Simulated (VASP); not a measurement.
# CdO (Fm-3m) in VASP: settings compared

CdO is run at these levels: r2SCAN-based global hybrid with 15 % exact exchange, PBE-based screened hybrid with 20 % exact exchange, PBE; tasks: single point.

All numbers are computed with VASP 6.6.1; they aren't measurements. Logs are shortened: lines on timing, memory, paths and dates and some standing lists are left out, and cuts for length are marked.

### Step 1. The cell of the first run

Symmetry: Fm-3m, No. 225, cubic system. Conventional cell: a = 4.696 Å, b = 4.696 Å, c = 4.696 Å, α = 90.00°, β = 90.00°, γ = 90.00°. Cd (site symmetry m-3m) has 6 O at 2.35 Å within 3.1 Å. Within 3.1 Å of O (site symmetry m-3m) lie 6 Cd at 2.35 Å.

### Step 2. Single point, r2SCAN-based global hybrid with 15 % exact exchange

Contents of POSCAR:

```
CdO
1.0
    0.0000000000      2.3481500455      2.3481500455
    2.3481500455      0.0000000000      2.3481500455
    2.3481500455      2.3481500455      0.0000000000
Cd O
1 1
Direct
    0.0000000000      0.0000000000      0.0000000000
    0.5000000000      0.5000000000      0.5000000000
```

Contents of INCAR.step1:

```
SYSTEM = CdO
PREC = Accurate
ENCUT = 580
EDIFF = 1E-5
ISMEAR = 0
SIGMA = 0.05
LREAL = .FALSE.
LASPH = .TRUE.
NELM = 120
ALGO = Normal
ISIF = 2
LWAVE = .TRUE.
GGA = PE
NBANDS = 16
GGA_COMPAT = .FALSE.
```

Contents of INCAR.step2:

```
SYSTEM = CdO
PREC = Accurate
ENCUT = 580
EDIFF = 1E-6
ISMEAR = 0
SIGMA = 0.05
LREAL = .FALSE.
LASPH = .TRUE.
NELM = 120
ALGO = Normal
ISIF = 2
LWAVE = .FALSE.
LCHARG = .TRUE.
METAGGA = R2SCAN
LHFCALC = .TRUE.
AEXX = 0.15
LMIXTAU = .TRUE.
PRECFOCK = Normal
LELF = .TRUE.
LVHAR = .TRUE.
ISTART = 1
NBANDS = 16
GGA_COMPAT = .FALSE.
```

Contents of KPOINTS:

```
Automatic mesh
0
G
  6 6 6
  0 0 0
```

Potentials or basis: VASP PAW PBE potentials, release 64 (Cd, O).

Started as:

```console
$ cat potpaw_PBE.64/Cd/POTCAR potpaw_PBE.64/O/POTCAR > POTCAR
$ cp INCAR.step1 INCAR
$ mpirun -np 1 vasp_std > vasp.out
$ cp INCAR.step2 INCAR
$ mpirun -np 1 vasp_std > vasp.out
```

OUTCAR:

```text
SYSTEM = CdO
   PREC = Accurate
   ENCUT = 580
   EDIFF = 1E-6
   ISMEAR = 0
   LREAL = .FALSE.
   LASPH = .TRUE.
   NELM = 120
   ISIF = 2
   METAGGA = R2SCAN
   LHFCALC = .TRUE.
   AEXX = 0.15
   PRECFOCK = Normal
   ISTART = 1

 ion  position               nearest neighbor table
   1  0.000  0.000  0.000-   2 2.35   2 2.35   2 2.35   2 2.35   2 2.35   2 2.35
   2  0.500  0.500  0.500-   1 2.35   1 2.35   1 2.35   1 2.35   1 2.35   1 2.35

  LATTYP: Found a face centered cubic cell.
 ALAT       =     4.6963000910

  Lattice vectors:

 A1 = (   0.0000000000,   2.3481500455,   2.3481500455)
 A2 = (   2.3481500455,   0.0000000000,   2.3481500455)
 A3 = (   2.3481500455,   2.3481500455,   0.0000000000)

Analysis of symmetry for initial positions (statically):
=====================================================================
 Subroutine PRICEL returns:
 Original cell was already a primitive cell.

 Routine SETGRP: Setting up the symmetry group for a
 face centered cubic supercell.

 Subroutine GETGRP returns: Found 48 space group operations
 (whereof 48 operations were pure point group operations)
 out of a pool of 48 trial point group operations.

The static configuration has the point symmetry O_h .

Analysis of symmetry for dynamics (positions and initial velocities):
=====================================================================
 Subroutine PRICEL returns:
 Original cell was already a primitive cell.

 Routine SETGRP: Setting up the symmetry group for a
 face centered cubic supercell.

 Subroutine GETGRP returns: Found 48 space group operations
 (whereof 48 operations were pure point group operations)
 out of a pool of 48 trial point group operations.

The dynamic configuration has the point symmetry O_h .

 Subroutine INISYM returns: Found 48 space group operations
 (whereof 48 operations are pure point group operations),
 and found     1 'primitive' translations

----------------------------------------------------------------------------------------

                                     Primitive cell

  volume of cell :      25.8945

  direct lattice vectors                    reciprocal lattice vectors
     0.000000000  2.348150046  2.348150046    -0.212933582  0.212933582  0.212933582
     2.348150046  0.000000000  2.348150046     0.212933582 -0.212933582  0.212933582
     2.348150046  2.348150046  0.000000000     0.212933582  0.212933582 -0.212933582

  length of vectors
     3.320785641  3.320785641  3.320785641     0.368811782  0.368811782  0.368811782

  position of ions in fractional coordinates (direct lattice)
     0.000000000  0.000000000  0.000000000
     0.500000000  0.500000000  0.500000000

  ion indices of the primitive-cell ions
   primitive index   ion index
                 1           1
                 2           2

----------------------------------------------------------------------------------------

 KPOINTS: Automatic mesh

Automatic generation of k-mesh.
 Grid dimensions read from file:
 generate k-points for:    6    6    6

 Generating k-lattice:

  Cartesian coordinates                     Fractional coordinates (reciprocal lattice)
    -0.035488930  0.035488930  0.035488930     0.166666667  0.000000000  0.000000000
     0.035488930 -0.035488930  0.035488930     0.000000000  0.166666667  0.000000000
     0.035488930  0.035488930 -0.035488930     0.000000000  0.000000000  0.166666667

  Length of vectors
     0.061468630  0.061468630  0.061468630

  Shift w.r.t. Gamma in fractional coordinates (k-lattice)
     0.000000000  0.000000000  0.000000000

 Subroutine IBZKPT returns following result:
 ===========================================

 Found     16 irreducible k-points:

 Following reciprocal coordinates:
            Coordinates               Weight
  0.000000  0.000000  0.000000      1.000000
  0.166667  0.000000  0.000000      8.000000
  0.333333  0.000000  0.000000      8.000000
  0.500000  0.000000  0.000000      4.000000
  0.166667  0.166667  0.000000      6.000000
  0.333333  0.166667  0.000000     24.000000
[... 8 lines left out ...]
 -0.333333  0.333333  0.166667     24.000000
 -0.333333  0.500000  0.166667     12.000000
   k-points           NKPTS =     16   k-points in BZ     NKDIM =    216   number of bands    NBANDS=     16
   number of dos      NEDOS =    301   number of ions     NIONS =      2
   total plane-waves  NPLWV =  21952
   dimension x,y,z NGX =    28 NGY =   28 NGZ =   28
   dimension x,y,z NGXF=    56 NGYF=   56 NGZF=   56
   ions per type =               1   1
   NGX,Y,Z   is equivalent  to a cutoff of  14.02, 14.02, 14.02 a.u.
   NGXF,Y,Z  is equivalent  to a cutoff of  28.03, 28.03, 28.03 a.u.
 SYSTEM =  CdO
   PREC   = accura    normal or accurate (medium, high low for compatibility)
   ISTART =      1    job   : 0-new  1-cont  2-samecut
   ICHARG =      0    charge: 1-file 2-atom 10-const
   ISPIN  =      1    spin polarized calculation?
   LNONCOLLINEAR =      F non collinear calculations
   LSORBIT =      F    spin-orbit coupling
   LASPH  =      T    aspherical Exc in radial PAW
   ENCUT  =  580.0 eV  42.63 Ry    6.53 a.u.   6.52  6.52  6.52*2*pi/ulx,y,z
   NELM   =    120;   NELMIN=  2; NELMDL=  0     # of ELM steps
   EDIFF  = 0.1E-05   stopping-criterion for ELM
   LREAL  =      F    real-space projection
   EDIFFG = 0.1E-04   stopping-criterion for IOM
   NSW    =      0    number of steps for IOM
   IBRION =     -1    ionic relax: 0-MD 1-quasi-New 2-CG
   NFREE  =      0    steps in history (QN), initial steepest desc. (CG)
   ISIF   =      2    stress and relaxation
   ISYM   =      3    0-nonsym 1-usesym 2-fastsym
   POTIM  = 0.5000    time-step for ionic-motion
   TEBEG  =    0.0;   TEEND  =   0.0 temperature during run
   PSTRESS=    0.0 pullay stress
   NELECT =      18.0000    total number of electrons
   NUPDOWN=      -1.0000    fix difference up-down
   EMIN   =  10.00;   EMAX   =-10.00  energy-range for DOS
   EFERMI =   0.00;   METHOD = LEGACY
   ISMEAR =     0;   SIGMA  =   0.05  broadening in eV -4-tet -1-fermi 0-gaus
   EFERMI_NEDOS =   21; number of points for ismear=-14 and -15
   IALGO  =     38    algorithm
   IMIX   =      1    mixing-type and parameters
     AMIX     =   0.40;   BMIX     =  1.00
     AMIX_MAG =   1.60;   BMIX_MAG =  1.00
  volume/ion in A,a.u.               =      12.95        87.37
  Fermi-wavevector in a.u.,A,eV,Ry     =   1.450206  2.740493 28.614394  2.103099
  Thomas-Fermi vector in A             =   2.567845
   LORBIT       =      0    0 simple, 1 ext, 2 COOP (PROOUT), +10 PAW based schemes
   METAGGA = R2SCAN    functional components
   LHFCALC =     T    Hartree Fock is set to
   PRECFOCK=normal    Normal, Fast or Accurate (Low or Medium for compatibility)
   ENCUT4O =  -1.0   cutoff for four orbital integrals eV
   NKREDX  =     1    reduce k-point grid by
   NKREDY  =     1    reduce k-point grid by
   NKREDZ  =     1    reduce k-point grid by
   AEXX    =    0.1500 exact exchange contribution
   HFSCREEN=    0.0000 screening length (either q_TF or 0.3 A-1)
   HFSCREENC=   0.0000 screening length for correlation (either q_TF or 0.3 A-1)
   ENCUTFOCK=  -1.0 apply spherical cutoff to Coloumb kernel
   IVDW    =     0    specifies the selected vdW correction
   LEPSILON=     F    determine dielectric tensor
   LRPA    =     F    only Hartree local field effects (RPA)
 non-spin polarized calculation
 Gauss-broadening in eV      SIGMA  =   0.05
  energy-cutoff  :      580.00
  volume of cell :       25.89
 maximum number of plane-waves:       869
 NGX is ok and might be reduce to    28
  NGX = 20; NGY = 20; NGZ = 20

 number of electron      18.0000003 magnetization

 Free energy of the ion-electron system (eV)
  ---------------------------------------------------
  ext. energy  EPLUGINS =         0.00000000
  ---------------------------------------------------
  free energy    TOTEN  =       -27.21381921 eV

  energy without entropy =      -27.21381921  energy(sigma->0) =      -27.21381921

 E-fermi :   1.1740     XC(G=0): -10.6806

 val. band max:        0.9357682146   @ k =   0.5000   0.0000   0.0000
 cond. band min:       2.1269854152   @ k =   0.0000   0.0000   0.0000
 fundamental gap:      1.1912172006
 Fermi energy:         1.1740224149

 k-point     1 :       0.0000    0.0000    0.0000
  band No.  band energies     occupation
      1     -18.1462      2.00000
      2      -6.4039      2.00000
      3      -6.4039      2.00000
      4      -6.4039      2.00000
      5      -6.1157      2.00000
      6      -6.1157      2.00000
[... 8 lines left out ...]
     15      21.8976      0.00000
     16      21.8976      0.00000

 k-point     2 :       0.1667    0.0000    0.0000
  band No.  band energies     occupation
      1     -17.9642      2.00000
      2      -6.5233      2.00000
      3      -6.4499      2.00000
      4      -6.4499      2.00000
      5      -6.2002      2.00000
      6      -6.2002      2.00000
[... 8 lines left out ...]
     15      22.1577      0.00000
     16      22.1577      0.00000

 k-point     3 :       0.3333    0.0000    0.0000
  band No.  band energies     occupation
      1     -17.5738      2.00000
      2      -6.9654      2.00000
      3      -6.8522      2.00000
      4      -6.8522      2.00000
      5      -5.9835      2.00000
      6      -5.9835      2.00000
[... 8 lines left out ...]
     15      23.7766      0.00000
     16      23.7766      0.00000

 k-point     4 :       0.5000    0.0000    0.0000
  band No.  band energies     occupation
      1     -17.3625      2.00000
      2      -7.2899      2.00000
      3      -7.0431      2.00000
      4      -7.0431      2.00000
      5      -5.8565      2.00000
      6      -5.8565      2.00000
[... 8 lines left out ...]
     15      24.6007      0.00000
     16      25.5776      0.00000

 k-point     5 :       0.1667    0.1667    0.0000
  band No.  band energies     occupation
      1     -17.9242      2.00000
      2      -6.6006      2.00000
      3      -6.5177      2.00000
      4      -6.2972      2.00000
      5      -6.2972      2.00000
      6      -6.0508      2.00000
[... 8 lines left out ...]
     15      23.6974      0.00000
     16      25.7988      0.00000

 k-point     6 :       0.3333    0.1667    0.0000
  band No.  band energies     occupation
      1     -17.6498      2.00000
      2      -6.8600      2.00000
      3      -6.6736      2.00000
      4      -6.4500      2.00000
      5      -6.1340      2.00000
      6      -5.9116      2.00000
[... 8 lines left out ...]
     15      24.5229      0.00000
     16      26.2268      0.00000
[... 115 lines left out ...]
 k-point    13 :       0.5000    0.5000    0.0000
  band No.  band energies     occupation
      1     -17.5157      2.00000
      2      -6.8514      2.00000
      3      -5.8525      2.00000
      4      -5.7161      2.00000
      5      -5.7161      2.00000
      6      -5.4042      2.00000
[... 8 lines left out ...]
     15      26.6700      0.00000
     16      29.4894      0.00000

 k-point    14 :       0.5000    0.3333    0.1667
  band No.  band energies     occupation
      1     -17.4835      2.00000
      2      -6.7349      2.00000
      3      -6.6604      2.00000
      4      -6.6219      2.00000
      5      -5.9473      2.00000
      6      -5.7663      2.00000
[... 8 lines left out ...]
     15      24.5083      0.00000
     16      27.2989      0.00000

 k-point    15 :      -0.3333    0.3333    0.1667
  band No.  band energies     occupation
      1     -17.4002      2.00000
      2      -6.8237      2.00000
      3      -6.5825      2.00000
      4      -6.5644      2.00000
      5      -5.8121      2.00000
      6      -5.7596      2.00000
[... 8 lines left out ...]
     15      22.5278      0.00000
     16      28.3938      0.00000

 k-point    16 :      -0.3333    0.5000    0.1667
  band No.  band energies     occupation
      1     -17.4389      2.00000
      2      -6.7106      2.00000
      3      -6.4342      2.00000
      4      -6.2157      2.00000
      5      -5.7159      2.00000
      6      -5.5054      2.00000
[... 8 lines left out ...]
     15      24.6454      0.00000
     16      28.1842      0.00000

------------------------ aborting loop because EDIFF is reached ----------------------------------------

  FORCE on cell =-STRESS in cart. coord.  units (eV):
  Direction    XX          YY          ZZ          XY          YZ          ZX
  --------------------------------------------------------------------------------------
  -------------------------------------------------------------------------------------
  Total        0.0911758      0.0911758      0.0911758      0.0000000      0.0000000     -0.0000000
  in kB        5.6413419      5.6413419      5.6413419      0.0000000      0.0000000     -0.0000000
  external PRESSURE =       5.6413419 kB  Pullay stress =       0.0000000 kB

 VOLUME and BASIS-vectors are now :
 -----------------------------------------------------------------------------
  energy-cutoff  :      580.00
  volume of cell :       25.89
      direct lattice vectors                 reciprocal lattice vectors
     0.000000000  2.348150046  2.348150046    -0.212933582  0.212933582  0.212933582
     2.348150046  0.000000000  2.348150046     0.212933582 -0.212933582  0.212933582
     2.348150046  2.348150046  0.000000000     0.212933582  0.212933582 -0.212933582

 POSITION                                       TOTAL-FORCE (eV/Angst)
 -----------------------------------------------------------------------------------
      0.00000      0.00000      0.00000        -0.000000      0.000000      0.000000
      2.34815      2.34815      2.34815         0.000000     -0.000000      0.000000
 -----------------------------------------------------------------------------------
    total drift:                               -0.000000     -0.000000     -0.000000

  FREE ENERGIE OF THE ION-ELECTRON SYSTEM (eV)
  ---------------------------------------------------
  free  energy   TOTEN  =       -27.2138192132 eV

  energy  without entropy=      -27.2138192132  energy(sigma->0) =      -27.21381921
```

It took 32 min on 1 thread of Intel Xeon Platinum 8259CL at 2.50GHz (Skylake/Cascade Lake), shared host; peak memory 0.18 GiB.

Results:

- Free energy: -27.2138 eV
- Pressure: 0.6 GPa
- Band gap on the k mesh: 1.19 eV (least direct gap 2.55 eV)

Levels at points of the mesh, in eV from the valence-band top:
| k point | band 7 | band 8 | band 9 | band 10 | band 11 | band 12 |
| --- | --- | --- | --- | --- | --- | --- |
| (0.00, 0.00, 0.00) | -1.36 | -1.36 | -1.36 | 1.19 | 16.96 | 19.16 |
| (0.50, 0.00, 0.00) | -4.03 | 0.00 | 0.00 | 6.26 | 9.59 | 14.22 |
| (0.50, 0.50, 0.00) | -4.51 | -2.42 | -2.42 | 5.94 | 10.79 | 13.02 |

Caveat: the PAW data sets were made with another functional, which shifts forces and pressure a little.

[end of part 1 of 2]

The gap in the log of VASP goes by the Fermi energy; the results here count the filled bands.